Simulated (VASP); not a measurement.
Input of a VASP 6.6.1 run:

POSCAR

```
Ru
1.0
    2.7059477279      0.0000000000      0.0000000000
   -1.3529738639      2.3434194737      0.0000000000
    0.0000000000      0.0000000000      4.2579056513
Ru
2
Direct
    0.3333333333      0.6666666667      0.2500000000
    0.6666666667      0.3333333333      0.7500000000
```

File INCAR.step1:

```
SYSTEM = Ru
ALGO = Normal
EDIFF = 1E-5
ENCUT = 620
GGA = PE
GGA_COMPAT = .FALSE.
ISMEAR = -1
LASPH = .TRUE.
LCHARG = .FALSE.
LREAL = .FALSE.
LWAVE = .TRUE.
NBANDS = 23
NELM = 120
PREC = Accurate
SIGMA = 0.1
```

The input INCAR.step2:

```
SYSTEM = Ru
ALGO = Normal
EDIFF = 1E-6
ENCUT = 620
GGA_COMPAT = .FALSE.
ISIF = 2
ISMEAR = -1
ISTART = 1
LASPH = .TRUE.
LCHARG = .FALSE.
LMIXTAU = .TRUE.
LREAL = .FALSE.
LWAVE = .FALSE.
METAGGA = R2SCAN
NBANDS = 23
NELM = 120
PREC = Accurate
SIGMA = 0.1
```

KPOINTS

```
k-points
0
G
  6 6 4
  0 0 0
```

Potentials or basis: VASP PAW PBE potentials, release 64 (Ru_sv).

Launch:

```sh
$ cat potpaw_PBE.64/Ru_sv/POTCAR > POTCAR
$ cp INCAR.step1 INCAR
$ mpirun -np 1 vasp_std > vasp.out
$ cp INCAR.step2 INCAR
$ mpirun -np 1 vasp_std > vasp.out
```

Question: Predict the pressure.

Answer: 1.1 GPa.

Question: Predict the band gap on the k mesh.

Answer: Zero (bands 16 and 17 overlap by 2.98 eV).

Stress tensor (GPa, compression positive):
```
 2.32  0.00  0.00
 0.00  2.32  0.00
 0.00  0.00 -1.42
```

Caveat: the k points lie up to 0.45 Å⁻¹ apart, too coarse for converged energies and pressures of a metal; the PAW data sets were made with another functional, which shifts forces and pressure a little.
